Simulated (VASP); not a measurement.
# BiTe (R-3m) in VASP: a series of runs

The runs below take BiTe through single point, with PBEsol, LDA.

Everything below comes from runs of VASP 6.6.1. Logs are shortened: lines on timing, memory, paths and dates and some standing lists are left out, and cuts for length are marked.

## 1. The cell of the first run

It takes space group R-3m (No. 166, trigonal). The conventional cell has a = 4.747 Å, b = 4.747 Å, c = 9.749 Å, α = 90.00°, β = 90.00°, γ = 120.00°. Within 4.2 Å of Bi (site symmetry -3m) lie 6 Te at 3.19 Å. Within 4.2 Å of Te (site symmetry -3m) lie 6 Bi at 3.19 Å.

## 2. Single point, PBEsol (volume scaled by 0.94)

File INCAR:

```
PREC = Accurate ; ENCUT = 520
EDIFF = 1E-6 ; ISMEAR = -1
SIGMA = 0.05 ; LREAL = F
LASPH = T ; NELM = 60
ALGO = Normal ; ISIF = 2
LWAVE = F ; LCHARG = F
GGA = PS ; NBANDS = 18
```

File KPOINTS:

```
Automatic mesh
0
Gamma
  7 7 7
```

File POSCAR:

```
BiTe
1.0
    2.3732508797      1.3701970343      3.2495731172
   -2.3732508797      1.3701970343      3.2495731172
    0.0000000000     -2.7403940685      3.2495731172
Bi Te
1 1
Direct
    0.5000000000      0.5000000000      0.5000000000
    0.0000000000      0.0000000000      0.0000000000
```

Potentials or basis: VASP PAW PBE potentials, release 64 (Bi_d, Te).

On the command line:

```
$ cat potpaw_PBE.64/Bi_d/POTCAR potpaw_PBE.64/Te/POTCAR > POTCAR
$ mpirun -np 1 vasp_std > vasp.out
```

OUTCAR:

```text
PREC = Accurate
   ENCUT = 520
   EDIFF = 1E-6
   ISMEAR = -1
   LREAL = F
   LASPH = T
   NELM = 60
   ISIF = 2
   GGA = PS

 ion  position               nearest neighbor table
   1  0.500  0.500  0.500-   2 3.19   2 3.19   2 3.19   2 3.19   2 3.19   2 3.19
   2  0.000  0.000  0.000-   1 3.19   1 3.19   1 3.19   1 3.19   1 3.19   1 3.19

  LATTYP: Found a trigonal (rhomboedric) cell.
 ALAT       =     4.2508216964
 COS(alpha) =     0.3765932224

  Lattice vectors:

 A1 = (   2.3732508797,   1.3701970343,   3.2495731172)
 A2 = (  -2.3732508797,   1.3701970343,   3.2495731172)
 A3 = (   0.0000000000,  -2.7403940685,   3.2495731172)

Analysis of symmetry for initial positions (statically):
=====================================================================
 Subroutine PRICEL returns:
 Original cell was already a primitive cell.

 Routine SETGRP: Setting up the symmetry group for a
 trigonal (rhombohedral) supercell.

 Subroutine GETGRP returns: Found 12 space group operations
 (whereof 12 operations were pure point group operations)
 out of a pool of 12 trial point group operations.

The static configuration has the point symmetry D_3d.

Analysis of symmetry for dynamics (positions and initial velocities):
=====================================================================
 Subroutine PRICEL returns:
 Original cell was already a primitive cell.

 Routine SETGRP: Setting up the symmetry group for a
 trigonal (rhombohedral) supercell.

 Subroutine GETGRP returns: Found 12 space group operations
 (whereof 12 operations were pure point group operations)
 out of a pool of 12 trial point group operations.

The dynamic configuration has the point symmetry D_3d.

 Subroutine INISYM returns: Found 12 space group operations
 (whereof 12 operations are pure point group operations),
 and found     1 'primitive' translations

----------------------------------------------------------------------------------------

                                     Primitive cell

  volume of cell :      63.4022

  direct lattice vectors                    reciprocal lattice vectors
     2.373250880  1.370197034  3.249573117     0.210681477  0.121637007  0.102577576
    -2.373250880  1.370197034  3.249573117    -0.210681477  0.121637007  0.102577576
     0.000000000 -2.740394069  3.249573117     0.000000000 -0.243274015  0.102577576

  length of vectors
     4.250821696  4.250821696  4.250821696     0.264015919  0.264015919  0.264015919

  position of ions in fractional coordinates (direct lattice)
     0.500000000  0.500000000  0.500000000
     0.000000000  0.000000000  0.000000000

  ion indices of the primitive-cell ions
   primitive index   ion index
                 1           1
                 2           2

----------------------------------------------------------------------------------------

 KPOINTS: Automatic mesh

Automatic generation of k-mesh.
 Grid dimensions read from file:
 generate k-points for:    7    7    7

 Generating k-lattice:

  Cartesian coordinates                     Fractional coordinates (reciprocal lattice)
     0.030097354  0.017376715  0.014653939     0.142857143  0.000000000  0.000000000
    -0.030097354  0.017376715  0.014653939     0.000000000  0.142857143  0.000000000
     0.000000000 -0.034753431  0.014653939     0.000000000  0.000000000  0.142857143

  Length of vectors
     0.037716560  0.037716560  0.037716560

  Shift w.r.t. Gamma in fractional coordinates (k-lattice)
     0.000000000  0.000000000  0.000000000

 Subroutine IBZKPT returns following result:
 ===========================================

 Found     44 irreducible k-points:

 Following reciprocal coordinates:
            Coordinates               Weight
  0.000000  0.000000  0.000000      1.000000
  0.142857  0.000000 -0.000000      6.000000
  0.285714  0.000000 -0.000000      6.000000
  0.428571 -0.000000 -0.000000      6.000000
  0.142857  0.142857 -0.000000      6.000000
  0.285714  0.142857  0.000000     12.000000
[... 16 lines left out ...]
  0.285714  0.285714  0.142857      6.000000
  0.428571  0.285714  0.142857     12.000000
 [... further k-points ...]
   k-points           NKPTS =     44   k-points in BZ     NKDIM =     44   number of bands    NBANDS=     18
   number of dos      NEDOS =    301   number of ions     NIONS =      2
   total plane-waves  NPLWV =  32768
   dimension x,y,z NGX =    32 NGY =   32 NGZ =   32
   dimension x,y,z NGXF=    64 NGYF=   64 NGZF=   64
   ions per type =               1   1
   NGX,Y,Z   is equivalent  to a cutoff of  12.51, 12.51, 12.51 a.u.
   NGXF,Y,Z  is equivalent  to a cutoff of  25.03, 25.03, 25.03 a.u.
 SYSTEM =  unknown system
   PREC   = accura    normal or accurate (medium, high low for compatibility)
   ISTART =      0    job   : 0-new  1-cont  2-samecut
   ICHARG =      2    charge: 1-file 2-atom 10-const
   ISPIN  =      1    spin polarized calculation?
   LNONCOLLINEAR =      F non collinear calculations
   LSORBIT =      F    spin-orbit coupling
   LASPH  =      T    aspherical Exc in radial PAW
   ENCUT  =  520.0 eV  38.22 Ry    6.18 a.u.   7.90  7.90  7.90*2*pi/ulx,y,z
   NELM   =     60;   NELMIN=  2; NELMDL= -5     # of ELM steps
   EDIFF  = 0.1E-05   stopping-criterion for ELM
   LREAL  =      F    real-space projection
   EDIFFG = 0.1E-04   stopping-criterion for IOM
   NSW    =      0    number of steps for IOM
   IBRION =     -1    ionic relax: 0-MD 1-quasi-New 2-CG
   NFREE  =      0    steps in history (QN), initial steepest desc. (CG)
   ISIF   =      2    stress and relaxation
   ISYM   =      2    0-nonsym 1-usesym 2-fastsym
   POTIM  = 0.5000    time-step for ionic-motion
   TEBEG  =    0.0;   TEEND  =   0.0 temperature during run
   PSTRESS=    0.0 pullay stress
   NELECT =      21.0000    total number of electrons
   NUPDOWN=      -1.0000    fix difference up-down
   EMIN   =  10.00;   EMAX   =-10.00  energy-range for DOS
   EFERMI =   0.00;   METHOD = LEGACY
   ISMEAR =    -1;   SIGMA  =   0.05  broadening in eV -4-tet -1-fermi 0-gaus
   EFERMI_NEDOS =   21; number of points for ismear=-14 and -15
   IALGO  =     38    algorithm
   IMIX   =      4    mixing-type and parameters
     AMIX     =   0.40;   BMIX     =  1.00
     AMIX_MAG =   1.60;   BMIX_MAG =  1.00
  volume/ion in A,a.u.               =      31.70       213.93
  Fermi-wavevector in a.u.,A,eV,Ry     =   1.132696  2.140484 17.456263  1.282999
  Thomas-Fermi vector in A             =   2.269397
   LORBIT       =      0    0 simple, 1 ext, 2 COOP (PROOUT), +10 PAW based schemes
   GGA     = PS    functional components
   LHFCALC =     F    Hartree Fock is set to
   AEXX    =    0.0000 exact exchange contribution
   IVDW    =     0    specifies the selected vdW correction
   LEPSILON=     F    determine dielectric tensor
   LRPA    =     F    only Hartree local field effects (RPA)
 non-spin polarized calculation
  energy-cutoff  :      520.00
  volume of cell :       63.40
 maximum number of plane-waves:      1728
   NGX = 15   NGY = 15   NGZ = 15

 number of electron      21.0000009 magnetization

 Free energy of the ion-electron system (eV)
  ---------------------------------------------------
  ext. energy  EPLUGINS =         0.00000000
  ---------------------------------------------------
  free energy    TOTEN  =        -7.99483109 eV

  energy without entropy =       -7.98226051  energy(sigma->0) =       -7.98854580

 E-fermi :   7.2892     XC(G=0):  -9.9085

 val. band max:        7.2749813229   @ k =   0.2857   0.2857   0.2857
 cond. band min:       7.3035731311   @ k =  -0.4286   0.2857   0.2857
 fundamental gap:      0.0285918082
 Fermi energy:         7.2892338995

 k-point     1 :       0.0000    0.0000    0.0000
  band No.  band energies     occupation
      1     -15.8919      2.00000
      2     -15.8919      2.00000
      3     -15.8777      2.00000
      4     -15.8777      2.00000
      5     -15.8561      2.00000
      6      -6.6537      2.00000
[... 10 lines left out ...]
     17      13.9808      0.00000
     18      14.0795      0.00000

 k-point     2 :       0.1429    0.0000   -0.0000
  band No.  band energies     occupation
      1     -15.8920      2.00000
      2     -15.8915      2.00000
      3     -15.8790      2.00000
      4     -15.8758      2.00000
      5     -15.8556      2.00000
      6      -6.4656      2.00000
[... 10 lines left out ...]
     17      14.7787      0.00000
     18      15.0809      0.00000

 k-point     3 :       0.2857    0.0000   -0.0000
  band No.  band energies     occupation
      1     -15.8927      2.00000
      2     -15.8914      2.00000
      3     -15.8810      2.00000
      4     -15.8717      2.00000
      5     -15.8536      2.00000
      6      -5.9094      2.00000
[... 10 lines left out ...]
     17      16.2276      0.00000
     18      17.0306      0.00000

 k-point     4 :       0.4286   -0.0000   -0.0000
  band No.  band energies     occupation
      1     -15.8936      2.00000
      2     -15.8923      2.00000
      3     -15.8816      2.00000
      4     -15.8694      2.00000
      5     -15.8508      2.00000
      6      -5.0187      2.00000
[... 10 lines left out ...]
     17      15.7664      0.00000
     18      17.2221      0.00000

 k-point     5 :       0.1429    0.1429   -0.0000
  band No.  band energies     occupation
      1     -15.8936      2.00000
      2     -15.8908      2.00000
      3     -15.8786      2.00000
      4     -15.8740      2.00000
      5     -15.8558      2.00000
      6      -6.3887      2.00000
[... 10 lines left out ...]
     17      14.2123      0.00000
     18      14.5022      0.00000

 k-point     6 :       0.2857    0.1429    0.0000
  band No.  band energies     occupation
      1     -15.8954      2.00000
      2     -15.8906      2.00000
      3     -15.8798      2.00000
      4     -15.8697      2.00000
      5     -15.8542      2.00000
      6      -5.9496      2.00000
[... 307 lines left out ...]
 k-point    21 :      -0.2857    0.1429    0.1429
  band No.  band energies     occupation
      1     -15.8958      2.00000
      2     -15.8901      2.00000
      3     -15.8766      2.00000
      4     -15.8717      2.00000
      5     -15.8535      2.00000
      6      -5.2534      2.00000
[... 10 lines left out ...]
     17      15.7572      0.00000
     18      15.7789      0.00000

 k-point    22 :      -0.1429    0.1429    0.1429
  band No.  band energies     occupation
      1     -15.8948      2.00000
      2     -15.8892      2.00000
      3     -15.8771      2.00000
      4     -15.8752      2.00000
      5     -15.8546      2.00000
      6      -5.9946      2.00000
[... 10 lines left out ...]
     17      15.0311      0.00000
     18      15.3983      0.00000

 k-point    23 :       0.2857    0.2857    0.1429
  band No.  band energies     occupation
      1     -15.8979      2.00000
      2     -15.8931      2.00000
      3     -15.8744      2.00000
      4     -15.8649      2.00000
      5     -15.8564      2.00000
      6      -5.8567      2.00000
[... 10 lines left out ...]
     17      16.3407      0.00000
     18      16.4645      0.00000

 k-point    24 :       0.4286    0.2857    0.1429
  band No.  band energies     occupation
      1     -15.9001      2.00000
      2     -15.8930      2.00000
      3     -15.8748      2.00000
      4     -15.8621      2.00000
      5     -15.8542      2.00000
      6      -5.3164      2.00000
[... 10 lines left out ...]
     17      16.4623      0.00000
     18      17.8494      0.00000

 [... further k-points ...]
[... 5 lines left out ...]
  --------------------------------------------------------------------------------------
  -------------------------------------------------------------------------------------
  Total        0.4418738      0.4418738      0.1051851      0.0000000      0.0000000      0.0000000
  in kB       11.1661794     11.1661794      2.6580344      0.0000000      0.0000000      0.0000000
  external PRESSURE =       8.3301311 kB  Pullay stress =       0.0000000 kB

 VOLUME and BASIS-vectors are now :
 -----------------------------------------------------------------------------
  energy-cutoff  :      520.00
  volume of cell :       63.40
      direct lattice vectors                 reciprocal lattice vectors
     2.373250880  1.370197034  3.249573117     0.210681477  0.121637007  0.102577576
    -2.373250880  1.370197034  3.249573117    -0.210681477  0.121637007  0.102577576
     0.000000000 -2.740394069  3.249573117     0.000000000 -0.243274015  0.102577576

 POSITION                                       TOTAL-FORCE (eV/Angst)
 -----------------------------------------------------------------------------------
      0.00000      0.00000      4.87436         0.000000     -0.000000     -0.000000
      0.00000      0.00000      0.00000        -0.000000      0.000000      0.000000
 -----------------------------------------------------------------------------------
    total drift:                               -0.000000      0.000000     -0.000000

  FREE ENERGIE OF THE ION-ELECTRON SYSTEM (eV)
  ---------------------------------------------------
  free  energy   TOTEN  =        -7.9948310943 eV

  energy  without entropy=       -7.9822605075  energy(sigma->0) =       -7.98854580
```

Run time: 42 s. Hardware: 1 thread of Intel Xeon 6975P-C, shared host; peak memory 0.2 GiB.

Results:

| Property | Result |
| --- | --- |
| Free energy | -7.9948 eV |
| Pressure | 0.8 GPa |

Caveat: the PAW data sets were made with another functional, which shifts forces and pressure a little; spin-orbit coupling is left out, which moves the levels of the heavy elements.

(Part 1 of 2 ends here.)
